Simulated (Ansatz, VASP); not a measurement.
## One calculation of BaTaBi2, two programs

File INCAR:

```
  PREC = Accurate
  ENCUT = 520
  EDIFF = 1E-7
  ISMEAR = 0
  SIGMA = 0.1
  LREAL = False
  LASPH = True
  NELM = 100
  ALGO = Fast
  ISIF = 2
  LWAVE = False
  LCHARG = True
  GGA = PE
  LELF = True
  LVHAR = True
  NBANDS = 61
```

KPOINTS

```
regular mesh
0
Gamma
  6 6 2
```

The input POSCAR:

```
BaTaBi2
1.0
    5.3645210900      0.0000000000      0.0000000000
   -2.6822605500      4.6458115500      0.0000000000
    0.0000000000      0.0000000000     10.9570255600
Ba Ta Bi
2 2 4
Direct
    0.0000000000      0.0000000000      0.8246069500
    0.0000000000      0.0000000000      0.1753930500
    0.3333333300      0.6666666700      0.0000000000
    0.6666666700      0.3333333300      0.0000000000
    0.3333333300      0.6666666700      0.5000000000
    0.6666666700      0.3333333300      0.5000000000
    0.0000000000      0.0000000000      0.5962240700
    0.0000000000      0.0000000000      0.4037759300
```

Input for Ansatz:

```yaml
crystal:
  lattice:
    - [5.36452109, 0.0, 0.0]
    - [-2.68226055, 4.64581155, 0.0]
    - [0.0, 0.0, 10.95702556]
  atoms:
    - { symbol: Ba, position: [0.0, 0.0, 0.82460695] }
    - { symbol: Ba, position: [0.0, 0.0, 0.17539305] }
    - { symbol: Ta, position: [0.33333333, 0.66666667, 0.0] }
    - { symbol: Ta, position: [0.66666667, 0.33333333, 0.0] }
    - { symbol: Bi, position: [0.33333333, 0.66666667, 0.5] }
    - { symbol: Bi, position: [0.66666667, 0.33333333, 0.5] }
    - { symbol: Bi, position: [0.0, 0.0, 0.59622407] }
    - { symbol: Bi, position: [0.0, 0.0, 0.40377593] }
basis:
  ecutwfc: 420
kpoints:
  mp_grid: { grid: [6, 6, 2] }
hamiltonian:
  xc: pbe
scf:
  occupations: { method: gaussian, width: 0.1 }
  lower_state_search: "off"
output:
  forces: true
  stress: true
  eigenvalues: true
```

Alike in both runs: task single point; functional PBE; k mesh 6 × 6 × 2; occupations gaussian, width 0.1 eV; no spin polarisation.

|  | VASP | Ansatz |
| --- | --- | --- |
| version | VASP 6.6.1 | Ansatz 0.2.0 |
| potentials or method | VASP PAW PBE potentials, release 64 (Ba_sv, Ta_pv, Bi_d), cutoff 520 eV | scalar-relativistic, plane waves, PAW |
| valence electrons in the cell | 102 | 106 |

```csv
,VASP,Ansatz,Ansatz less VASP
gap on the k mesh at the Fermi level (eV),none,none,-
pressure (GPa),23.7,23.1,-0.54
"traceless stress, the component that is largest in VASP (GPa)",43.52,42.61,-0.904
rms of the force components (eV/Å),5.764,5.804,+0.0402
```

Atom by atom the forces differ by 0.163 eV/Å (rms over components). A gap of «none» marks a metal or a gap that the smearing closes. VASP's potentials hold 102 valence electrons a cell and Ansatz's 106, so a difference there can come from the potentials and not from the codes.

Spin-orbit coupling is off throughout.
